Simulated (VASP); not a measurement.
A run of VASP 6.6.1 is set up as follows.

File INCAR:

```
SYSTEM = CCl2F2
PREC = Accurate ; ENCUT = 600
EDIFF = 1E-6 ; ISMEAR = -1
SIGMA = 0.03 ; LREAL = .False.
LASPH = .True. ; NELM = 80
ALGO = Normal ; ISIF = 3
LWAVE = .False. ; LCHARG = .False.
GGA = PS ; IBRION = 2
NSW = 100 ; EDIFFG = -0.01
```

File KPOINTS:

```
Automatic mesh
0
Gamma
  8 8 8
  0 0 0
```

Contents of POSCAR:

```
CCl2F2
1.0
   -2.1741472300      2.1741472300      5.2894639600
    2.1741472300     -2.1741472300      5.2894639600
    2.1741472300      2.1741472300     -5.2894639600
C Cl F
1 2 2
Direct
    0.0000000000      0.0000000000      0.0000000000
    0.6306787600      0.6306787600      0.0000000000
    0.3693212400      0.3693212400      0.0000000000
    0.7500000000      0.2500000000      0.5000000000
    0.2500000000      0.7500000000      0.5000000000
```

Potentials or basis: VASP PAW PBE potentials, release 64 (C, Cl, F).

The run is started by

```bash
$ cat potpaw_PBE.64/C/POTCAR potpaw_PBE.64/Cl/POTCAR potpaw_PBE.64/F/POTCAR > POTCAR
$ mpirun -np 1 vasp_std > vasp.out
```

(1) What does it give for the band gap on the k mesh?

(2) Predict the relaxed volume.

(3) Estimate the space group after relaxing (to 0.1 Å).

(4) Estimate the relaxed cell.

Results:

(1) zero (bands 16 and 17 overlap by 0.44 eV).

(2) 12.40 Å³/atom.

(3) I4/mmm (No. 139).

(4) a = 6.372 Å, b = 6.372 Å, c = 6.372 Å, α = 150.65°, β = 150.65°, γ = 41.99°.

Caveat: the volume moved by over 15 % at a fixed basis, so the end points are rough; semilocal functionals underestimate gaps, and a narrow one can read as zero; the PAW data sets were made with another functional, which shifts forces and pressure a little.
